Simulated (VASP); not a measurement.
# Lu (Im-3m) in VASP: a series of runs, part 2 of 2

VASP 6.6.1.

### Step 5. Single point, PBE

This run uses another cell than the first one, of 28.99 Å³/atom.

Input file INCAR:

```
ALGO = Normal
EDIFF = 1E-7
ENCUT = 520
GGA = PE
ISIF = 2
ISMEAR = -1
LASPH = True
LCHARG = False
LREAL = False
LWAVE = False
NBANDS = 18
NELM = 60
PREC = Accurate
SIGMA = 0.06122561905347299
```

Input file KPOINTS:

```
k-points
0
Gamma
  20 20 20
```

Input file POSCAR:

```
Lu
1.0
   -1.9351730310      1.9351730310      1.9351730310
    1.9351730310     -1.9351730310      1.9351730310
    1.9351730310      1.9351730310     -1.9351730310
Lu
1
Direct
    0.0000000000      0.0000000000      0.0000000000
```

Potentials or basis: VASP PAW PBE potentials, release 64 (Lu).

Run with:

```sh
$ cat potpaw_PBE.64/Lu/POTCAR > POTCAR
$ mpirun -np 1 vasp_std > vasp.out
```

OUTCAR:

```text
EDIFF = 1E-7
   ENCUT = 520
   GGA = PE
   ISIF = 2
   ISMEAR = -1
   LASPH = True
   LREAL = False
   NELM = 60
   PREC = Accurate

 ion  position               nearest neighbor table
   1  0.000  0.000  0.000-

  LATTYP: Found a body centered cubic cell.
 ALAT       =     3.8703460620

  Lattice vectors:

 A1 = (  -1.9351730310,   1.9351730310,   1.9351730310)
 A2 = (   1.9351730310,  -1.9351730310,   1.9351730310)
 A3 = (   1.9351730310,   1.9351730310,  -1.9351730310)

Analysis of symmetry for initial positions (statically):
=====================================================================
 Subroutine PRICEL returns:
 Original cell was already a primitive cell.

 Routine SETGRP: Setting up the symmetry group for a
 body centered cubic supercell.

 Subroutine GETGRP returns: Found 48 space group operations
 (whereof 48 operations were pure point group operations)
 out of a pool of 48 trial point group operations.

The static configuration has the point symmetry O_h .

Analysis of symmetry for dynamics (positions and initial velocities):
=====================================================================
 Subroutine PRICEL returns:
 Original cell was already a primitive cell.

 Routine SETGRP: Setting up the symmetry group for a
 body centered cubic supercell.

 Subroutine GETGRP returns: Found 48 space group operations
 (whereof 48 operations were pure point group operations)
 out of a pool of 48 trial point group operations.

The dynamic configuration has the point symmetry O_h .

 Subroutine INISYM returns: Found 48 space group operations
 (whereof 48 operations are pure point group operations),
 and found     1 'primitive' translations

----------------------------------------------------------------------------------------

[... 104 lines left out ...]
   EFERMI =   0.00;   METHOD = LEGACY
   ISMEAR =    -1;   SIGMA  =   0.06  broadening in eV -4-tet -1-fermi 0-gaus
   EFERMI_NEDOS =   21; number of points for ismear=-14 and -15
   IALGO  =     38    algorithm
   IMIX   =      4    mixing-type and parameters
     AMIX     =   0.40;   BMIX     =  1.00
     AMIX_MAG =   1.60;   BMIX_MAG =  1.00
  volume/ion in A,a.u.               =      28.99       195.62
  Fermi-wavevector in a.u.,A,eV,Ry     =   1.558290  2.944742 33.038601  2.428269
  Thomas-Fermi vector in A             =   2.661816
   LORBIT       =      0    0 simple, 1 ext, 2 COOP (PROOUT), +10 PAW based schemes
   GGA     = PE    functional components
   LHFCALC =     F    Hartree Fock is set to
   AEXX    =    0.0000 exact exchange contribution
   IVDW    =     0    specifies the selected vdW correction
   LEPSILON=     F    determine dielectric tensor
   LRPA    =     F    only Hartree local field effects (RPA)
 non-spin polarized calculation
  energy-cutoff  :      520.00
  volume of cell :       28.99
 maximum number of plane-waves:       798
 NGX is ok and might be reduce to    28
   NGX = 13   NGY = 13   NGZ = 13

 number of electron      24.9999992 magnetization

 Free energy of the ion-electron system (eV)
  ---------------------------------------------------
  ext. energy  EPLUGINS =         0.00000000
  ---------------------------------------------------
  free energy    TOTEN  =        -4.39169111 eV

  energy without entropy =       -4.36398694  energy(sigma->0) =       -4.37783903

 E-fermi :   2.3976     XC(G=0): -10.6942

 val. band max:        2.3958965938   @ k =  -0.4000  -0.4500   0.0500
 cond. band min:       2.3988390605   @ k =   0.3000   0.1500   0.1000
 fundamental gap:      0.0029424667
 Fermi energy:         2.3976219338

 k-point     1 :       0.0000    0.0000    0.0000
  band No.  band energies     occupation
      1     -53.9944      2.00000
      2     -24.4096      2.00000
      3     -24.4096      2.00000
      4     -24.4096      2.00000
      5      -3.7785      2.00000
      6      -2.7597      2.00000
[... 481 lines left out ...]
      5      -2.7446      2.00000
      6      -2.7232      2.00000
[... 10 lines left out ...]
     17       7.2708      0.00000
     18      12.8400      0.00000

 [... further k-points ...]

------------------------ aborting loop because EDIFF is reached ----------------------------------------

  FORCE on cell =-STRESS in cart. coord.  units (eV):
  Direction    XX          YY          ZZ          XY          YZ          ZX
  --------------------------------------------------------------------------------------
  -------------------------------------------------------------------------------------
  Total        0.1992437      0.1992437      0.1992437     -0.0000000      0.0000000      0.0000000
  in kB       11.0122431     11.0122431     11.0122431     -0.0000000      0.0000000      0.0000000
  external PRESSURE =      11.0122431 kB  Pullay stress =       0.0000000 kB

 VOLUME and BASIS-vectors are now :
 -----------------------------------------------------------------------------
  energy-cutoff  :      520.00
  volume of cell :       28.99
      direct lattice vectors                 reciprocal lattice vectors
    -1.935173031  1.935173031  1.935173031     0.000000000  0.258374828  0.258374828
     1.935173031 -1.935173031  1.935173031     0.258374828  0.000000000  0.258374828
     1.935173031  1.935173031 -1.935173031     0.258374828  0.258374828  0.000000000

 POSITION                                       TOTAL-FORCE (eV/Angst)
 -----------------------------------------------------------------------------------
      0.00000      0.00000      0.00000        -0.000000      0.000000     -0.000000
 -----------------------------------------------------------------------------------
    total drift:                                0.000000      0.000000      0.000000

  FREE ENERGIE OF THE ION-ELECTRON SYSTEM (eV)
  ---------------------------------------------------
  free  energy   TOTEN  =        -4.3916911127 eV

  energy  without entropy=       -4.3639869431  energy(sigma->0) =       -4.37783903
```

OSZICAR:

```text
N       E                     dE             d eps       ncg     rms          rms(c)
DAV:   1     0.817374421938E+02    0.81737E+02   -0.10302E+04 11540   0.463E+03
DAV:   2     0.145131170628E+01   -0.80286E+02   -0.78601E+02  9598   0.365E+02
DAV:   3    -0.428144208753E+01   -0.57328E+01   -0.56763E+01 10436   0.724E+01
DAV:   4    -0.448592300861E+01   -0.20448E+00   -0.20365E+00 13044   0.114E+01
DAV:   5    -0.449033418451E+01   -0.44112E-02   -0.44027E-02 10800   0.142E+00    0.355E+00
DAV:   6    -0.441519639803E+01    0.75138E-01   -0.20561E-01 15248   0.721E+00    0.167E+00
DAV:   7    -0.439354370600E+01    0.21653E-01   -0.35942E-02 12314   0.150E+00    0.330E-01
DAV:   8    -0.439152639911E+01    0.20173E-02   -0.50823E-03 14410   0.772E-01    0.113E-01
DAV:   9    -0.439169104745E+01   -0.16465E-03   -0.49604E-04 10792   0.266E-01    0.407E-02
DAV:  10    -0.439169033447E+01    0.71299E-06   -0.72713E-05 12608   0.857E-02    0.130E-02
DAV:  11    -0.439169145759E+01   -0.11231E-05   -0.52540E-06 10792   0.239E-02    0.563E-03
DAV:  12    -0.439169119685E+01    0.26074E-06   -0.46804E-07 10530   0.859E-03    0.510E-04
DAV:  13    -0.439169108306E+01    0.11379E-06   -0.29287E-08  5956   0.244E-03    0.546E-04
DAV:  14    -0.439169111270E+01   -0.29636E-07   -0.11440E-08  5400   0.987E-04
   1 F= -.43916911E+01 E0= -.43778390E+01  d E =-.277042E-01
```

stdout:

```text
POSCAR found type information on POSCAR Lu
 POSCAR found :  1 types and       1 ions
 scaLAPACK will be used
 LDA part: xc-table for (Slater+PW92), standard interpolation
 POSCAR, INCAR and KPOINTS ok, starting setup
 FFT: planning ... GRIDC
 FFT: planning ... GRID_SOFT
 FFT: planning ... GRID
 WAVECAR not read
 entering main loop
```

It took 75 s on 1 thread of AMD EPYC 9R45 (Zen 5), shared host; peak memory 0.25 GiB.

What came out:

| Quantity | Value |
| --- | --- |
| Free energy | -4.3917 eV |
| Pressure | 1.1 GPa |
| Band gap on the k mesh | zero (an odd number of electrons rules out a gap without spin polarisation) |

Levels at points of the mesh, in eV from the Fermi level:
```tsv
k point	band 9	band 10	band 11	band 12	band 13	band 14	band 15	band 16
(0.00, 0.00, 0.00)	-5.06	-5.06	-5.06	-5.04	2.13	2.13	2.13	4.38
(0.50, 0.00, 0.00)	-5.07	-5.07	-5.05	-2.56	0.36	0.49	4.15	5.13
(0.50, 0.50, 0.50)	-5.06	-5.06	-5.06	-1.55	-1.55	5.76	5.76	5.76
```

Caveat: spin-orbit coupling is left out, which moves the levels of the heavy elements.

### Step 6. Summary

```tsv
cell	gap on the mesh (eV)	pressure (GPa)
a = 3.306 Å, angles 109.5°, 1 atom	none	3.2
a = 3.329 Å, angles 109.5°, 1 atom	none	2.1
a = 3.352 Å, angles 109.5°, 1 atom	none	1.1
```

Alike in all rows: task single point; level PBE; potentials or basis VASP PAW PBE potentials, release 64 (Lu); no spin polarisation; k mesh 20 × 20 × 20; cutoff (eV) 520; smearing fermi-dirac 0.0612256 eV.

Caveats: spin-orbit coupling is left out, which moves the levels of the heavy elements; the cell stands under pressure (at least some runs).

Absolute energies hang on the potentials; compare differences alone.
